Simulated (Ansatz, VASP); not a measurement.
## SnS2 in VASP and in Ansatz

```xyz
3
Lattice="3.6390 0.0000 0.0000 -1.8195 3.1515 0.0000 0.0000 0.0000 5.8680" Properties=species:S:1:pos:R:3 pbc="T T T"
Sn    0.0000    0.0000    0.0000
S     0.0000    2.1010    1.4670
S     1.8195    1.0505    4.4010
```

Alike in both runs: task single point; functional PBE; k mesh 4 × 4 × 2; no spin polarisation.

```csv
,VASP,Ansatz
version,VASP 6.6.1,Ansatz 0.2.0
potentials or method,"VASP PAW PBE potentials, release 64 (Sn_d, S), cutoff 500 eV","plane waves, PAW"
occupations,"gaussian, width 0.01 eV",fixed
valence electrons in the cell,26,26
```

|  | VASP | Ansatz | Ansatz less VASP |
| --- | --- | --- | --- |
| gap on the k mesh at the Fermi level (eV) | 1.51 | 1.50 | -0.012 |

Ansatz's warnings: structure snapped to symmetry.

The k mesh is coarse, so the values compare programs but aren't converged.
